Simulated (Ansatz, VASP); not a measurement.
Two plane-wave programs on Mo

The input INCAR:

```
PREC = Accurate
ENCUT = 600
EDIFF = 1E-7
ISMEAR = 0
SIGMA = 0.1
LREAL = False
LASPH = True
NELM = 100
ALGO = Fast
ISIF = 3
LWAVE = False
LCHARG = False
GGA = PE
IBRION = 2
NSW = 100
EDIFFG = -0.005
```

File KPOINTS:

```
Automatic mesh
0
Gamma
  18 18 18
```

Contents of POSCAR:

```
Mo
1.0
   -1.5838089700      1.5838089700      1.5838089700
    1.5838089700     -1.5838089700      1.5838089700
    1.5838089700      1.5838089700     -1.5838089700
Mo
1
Direct
    0.0000000000      0.0000000000      0.0000000000
```

Input for Ansatz:

```yaml
crystal:
  lattice:
    - [-1.58380897, 1.58380897, 1.58380897]
    - [1.58380897, -1.58380897, 1.58380897]
    - [1.58380897, 1.58380897, -1.58380897]
  atoms:
    - { symbol: Mo, position: [0.0, 0.0, 0.0] }
basis:
  ecutwfc: 420
kpoints:
  mp_grid: { grid: [18, 18, 18] }
hamiltonian:
  xc: pbe
scf:
  occupations: { method: gaussian, width: 0.1 }
output:
  forces: true
  stress: true
  eigenvalues: true
relax:
  adjacent_minimum: "off"
  f_tol: 0.005
  max_steps: 80
  cell: { stress_tol: 0.05 }
```

Alike in both runs: task relaxation of cell and atoms; functional PBE; k mesh 18 × 18 × 18; occupations gaussian, width 0.1 eV; no spin polarisation.

```csv
,VASP,Ansatz
version,VASP 6.6.1,Ansatz 0.2.0
potentials or method,"VASP PAW PBE potentials, release 64 (Mo_sv), cutoff 600 eV","scalar-relativistic, plane waves, PAW"
valence electrons in the cell,14,14
```

```tsv
	VASP	Ansatz	Ansatz less VASP
gap on the k mesh at the Fermi level, each at its own relaxed structure (eV)	none	none	-
relaxed volume (Å³/atom)	15.81	15.79	-0.022
relaxed cell length with the largest relative difference (Å)	2.738	2.737	-0.0013
```

A gap of «none» marks a metal or a gap that the smearing closes.
